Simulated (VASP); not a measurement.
**Y2InSn2: single point with r2SCAN**

Y2InSn2:

```xyz
10
Lattice="7.7320 0.0000 0.0000 0.0000 7.7320 0.0000 0.0000 0.0000 4.4664" Properties=species:S:1:pos:R:3 pbc="T T T"
Y     1.3812    5.2472    2.2332
Y     2.4847    1.3812    2.2332
Y     6.3507    2.4847    2.2332
Y     5.2472    6.3507    2.2332
In    0.0000    0.0000    0.0000
In    3.8660    3.8660    0.0000
Sn    2.9371    6.8031    0.0000
Sn    0.9288    2.9371    0.0000
Sn    4.7948    0.9288    0.0000
Sn    6.8031    4.7948    0.0000
```

| Quantity | Value |
| --- | --- |
| Program | VASP 6.6.1 |
| Task | single point |
| Functional | r2SCAN |
| Potentials or basis | VASP PAW PBE potentials, release 64 (Y_sv, In_d, Sn_d) |
| Cutoff | 520 eV |
| k mesh | 3 × 3 × 4 |
| Occupations | methfessel-paxton, width 0.0993 eV |
| Spin | no spin polarisation |
| Dipole correction | no |
| Further INCAR settings | ALGO = Normal; EDIFF = 1e-06; NBANDS = 74 |

* Pressure: 0.9 GPa
* Largest force: 1.706 eV/Å
* Band gap on the k mesh: zero (bands 63 and 64 overlap by 0.92 eV)

Forces in eV/Å, atoms in the order of the input:
```
Y    0.134  0.134  0.000
Y   -0.134  0.134  0.000
Y   -0.134 -0.134  0.000
Y    0.134 -0.134  0.000
In   0.000  0.000  0.000
In   0.000  0.000  0.000
Sn  -1.207 -1.207  0.000
Sn   1.207 -1.207  0.000
Sn   1.207  1.207  0.000
Sn  -1.207  1.207  0.000
```

Stress tensor (GPa, compression positive):
```
 1.81  0.00  0.00
 0.00  1.81  0.00
 0.00  0.00 -0.82
```

Levels at points of the mesh, in eV from the Fermi level:
| k point | band 60 | band 61 | band 62 | band 63 | band 64 | band 65 | band 66 | band 67 |
| --- | --- | --- | --- | --- | --- | --- | --- | --- |
| (0.00, 0.00, 0.00) | -0.70 | -0.67 | -0.38 | -0.33 | -0.33 | -0.16 | 0.84 | 1.03 |
| (0.00, 0.00, 0.50) | -1.97 | -1.87 | -0.19 | 0.30 | 0.62 | 0.62 | 0.78 | 0.78 |

Run time: 11 min on 1 thread of Intel(R) Xeon(R) Platinum 8259CL CPU @ 2.50GHz (Skylake/Cascade Lake) (shared host), peak memory 0.46 GiB.

Caveat: the PAW data sets were made with another functional, which shifts forces and pressure a little; spin-orbit coupling is left out, which moves the levels of the heavy elements.
